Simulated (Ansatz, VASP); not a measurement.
**Fe in VASP and in Ansatz**

INCAR

```
SYSTEM = Fe
ALGO = Fast ; EDIFF = 1E-6
ENCUT = 520 ; GGA = PS
ISIF = 2 ; ISMEAR = 0
ISPIN = 2 ; LASPH = .TRUE.
LCHARG = .FALSE. ; LMAXMIX = 4
LORBIT = 11 ; LREAL = .FALSE.
LWAVE = .FALSE. ; MAGMOM = 2.37
NBANDS = 14 ; NELM = 150
PREC = Accurate ; SIGMA = 0.05
```

KPOINTS

```
k-points
0
G
  22 22 22
  0 0 0
```

POSCAR

```
Fe
1.0
   -1.3949057342      1.3949057342      1.3949057342
    1.3949057342     -1.3949057342      1.3949057342
    1.3949057342      1.3949057342     -1.3949057342
Fe
1
Direct
    0.0000000000      0.0000000000      0.0000000000
```

Input for Ansatz:

```yaml
crystal:
  lattice:
    - [-1.3949057342, 1.3949057342, 1.3949057342]
    - [1.3949057342, -1.3949057342, 1.3949057342]
    - [1.3949057342, 1.3949057342, -1.3949057342]
  atoms:
    - { symbol: Fe, position: [0.0, 0.0, 0.0], spin: 2.37 }
basis:
  ecutwfc: 420
  ecutrho_ratio: 4
kpoints:
  mp_grid: { grid: [22, 22, 22] }
hamiltonian:
  xc: pbesol
scf:
  occupations: { method: gaussian, width: 0.05 }
output:
  forces: true
  stress: true
  eigenvalues: true
  populations: true
magnetization:
  spin_polarized: true
```

Alike in both runs: task single point; functional PBEsol; k mesh 22 × 22 × 22; occupations gaussian, width 0.05 eV; collinear spin.

|  | VASP | Ansatz |
| --- | --- | --- |
| version | VASP 6.6.1 | Ansatz 0.2.0 |
| potentials or method | VASP PAW PBE potentials, release 64 (Fe), cutoff 520 eV | scalar-relativistic, plane waves, PAW |
| valence electrons in the cell | 8 | 16 |

|  | VASP | Ansatz | Ansatz less VASP |
| --- | --- | --- | --- |
| gap on the k mesh at the Fermi level (eV) | none | none | - |
| pressure (GPa) | -0.4 | -0.1 | +0.26 |
| net moment per atom (μB) | 2.14 | 2.13 | -0.011 |
| size of the moment on the site where the two differ most (μB) | 2.12 | 2.16 | +0.036 |

VASP's potentials were made for PBE, not for PBEsol. Site moments also hang on the region over which each program counts them. A gap of «none» marks a metal or a gap that the smearing closes. VASP's potentials hold 8 valence electrons a cell and Ansatz's 16, so a difference there can come from the potentials and not from the codes.
